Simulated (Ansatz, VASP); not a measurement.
## TaRu in VASP and in Ansatz

```xyz
2
Lattice="3.0835 0.0000 0.0000 0.0000 3.0835 0.0000 0.0000 0.0000 3.3890" Properties=species:S:1:pos:R:3 pbc="T T T"
Ta    1.5418    1.5418    1.6945
Ru    0.0000    0.0000    0.0000
```

Change from the starting cell: equal xx and yy strain of +1 %.

Alike in both runs: task single point; functional LDA; k mesh 11 × 11 × 10; occupations fermi-dirac, width 0.05 eV; no spin polarisation.

```csv
,VASP,Ansatz
version,VASP 6.6.1,Ansatz 0.2.0
potentials or method,"VASP PAW LDA potentials, release 64 (Ta_pv, Ru_pv), cutoff 520 eV","all-electron LAPW, scalar-relativistic"
```

|  | VASP | Ansatz | Ansatz less VASP |
| --- | --- | --- | --- |
| pressure (GPa) | -14.4 | -15.0 | -0.61 |
| traceless stress, the component that is largest in VASP (GPa) | 1.61 | 1.73 | +0.124 |

LDA's correlation is that of Perdew and Zunger in VASP and of Perdew and Wang (1992) in Ansatz. Ansatz ran all-electron here, and VASP with PAW potentials.

Spin-orbit coupling is off throughout.
